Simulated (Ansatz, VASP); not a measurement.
# Two plane-wave programs on BeTe

```xyz
2
Lattice="0.0000 2.8323 2.8323 2.8323 0.0000 2.8323 2.8323 2.8323 0.0000" Properties=species:S:1:pos:R:3 pbc="T T T"
Be    0.0000    0.0000    0.0000
Te    1.4162    1.4162    1.4162
```

Alike in both runs: functional PBE; k mesh 8 × 8 × 8; occupations gaussian, width 0.02 eV; no spin polarisation.

Ansatz relaxed the structure, and its values are those at the end. VASP's run is a single point on that final structure, the one shown.

```csv
,VASP,Ansatz
version,VASP 6.6.1,Ansatz 0.2.0
potentials or method,"VASP PAW PBE potentials, release 64 (Be, Te), cutoff 600 eV","scalar-relativistic, plane waves, PAW"
valence electrons in the cell,8,18
```

```csv
,VASP,Ansatz,Ansatz less VASP
gap on the k mesh at the Fermi level (eV),2.02,2.03,+0.013
least direct gap on the mesh (eV),3.62,3.64,+0.018
pressure (GPa),0.1,0.0,-0.13
```

The functional is the same, so the differences come from potentials, cutoffs and numerics. VASP's potentials hold 8 valence electrons a cell and Ansatz's 18, so a difference there can come from the potentials and not from the codes.

Spin-orbit coupling is off throughout.
